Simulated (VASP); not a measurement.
Wanted: the native input for a VASP 6.6.1 run.

* Task: single point
* Functional: PBE
* Potentials or basis: VASP PAW PBE potentials, release 64 (Nb_sv, Ru_pv, C)
* Cutoff: 520 eV
* k mesh: 4 × 4 × 4
* Occupations: gaussian, width 0.1 eV
* Spin: no spin polarisation
* Dipole correction: no
* Further INCAR settings: ALGO = Normal; EDIFF = 1e-07; NBANDS = 38

The structure of NbRu3C lies in POSCAR:

```
NbRu3C
1.0
    4.0651378600      0.0000000000      0.0000000000
    0.0000000000      4.0651378600      0.0000000000
    0.0000000000      0.0000000000      4.0651378600
Nb Ru C
1 3 1
Direct
    0.0000000000      0.0000000000      0.0000000000
    0.0000000000      0.5000000000      0.5000000000
    0.5000000000      0.0000000000      0.5000000000
    0.5000000000      0.5000000000      0.0000000000
    0.5000000000      0.5000000000      0.5000000000
```

One way to write it, as run:

INCAR

```
SYSTEM = NbRu3C
ALGO = Normal
EDIFF = 1E-7
ENCUT = 520
GGA = PE
ISIF = 2
ISMEAR = 0
LASPH = .True.
LCHARG = .False.
LREAL = .False.
LWAVE = .False.
NBANDS = 38
NELM = 80
PREC = Accurate
SIGMA = 0.1
```

KPOINTS

```
k-points
0
Gamma
  4 4 4
  0 0 0
```

Potentials or basis: VASP PAW PBE potentials, release 64 (Nb_sv, Ru_pv, C).

Launch:

```console
$ cat potpaw_PBE.64/Nb_sv/POTCAR potpaw_PBE.64/Ru_pv/POTCAR potpaw_PBE.64/C/POTCAR > POTCAR
$ mpirun -np 1 vasp_std > vasp.out
```

Results of the run:

```yaml
Pressure: -3.5 GPa
```

Caveat: the k points lie up to 0.39 Å⁻¹ apart.

Wall time 46 s on 1 thread of AMD EPYC 7R43 64-Core Processor (Zen 3), with other jobs on the host, peak memory 0.14 GiB.
